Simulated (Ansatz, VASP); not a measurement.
## Ta in VASP and in Ansatz

```xyz
1
Lattice="-1.6513 1.6513 1.6513 1.6513 -1.6513 1.6513 1.6513 1.6513 -1.6513" Properties=species:S:1:pos:R:3 pbc="T T T"
Ta    0.0000    0.0000    0.0000
```

Alike in both runs: task electric field gradients; functional PBE; k mesh 17 × 17 × 17; occupations fermi-dirac, width 0.08 eV; no spin polarisation.

|  | VASP | Ansatz |
| --- | --- | --- |
| version | VASP 6.6.1 | Ansatz 0.2.0 |
| potentials or method | VASP PAW PBE potentials, release 64 (Ta_pv) | PAW with Ansatz's default frozen-core files, scalar-relativistic |
| plane-wave cutoff (eV) | 520 | 420 |
| valence electrons in the cell | 11 | 13 |

```csv
,VASP,Ansatz,Ansatz less VASP
pressure (GPa),3.2,3.1,-0.12
```

VASP's potentials hold 11 valence electrons a cell and Ansatz's 13, so a difference there can come from the potentials and not from the codes.

Neither program's run includes spin-orbit coupling.
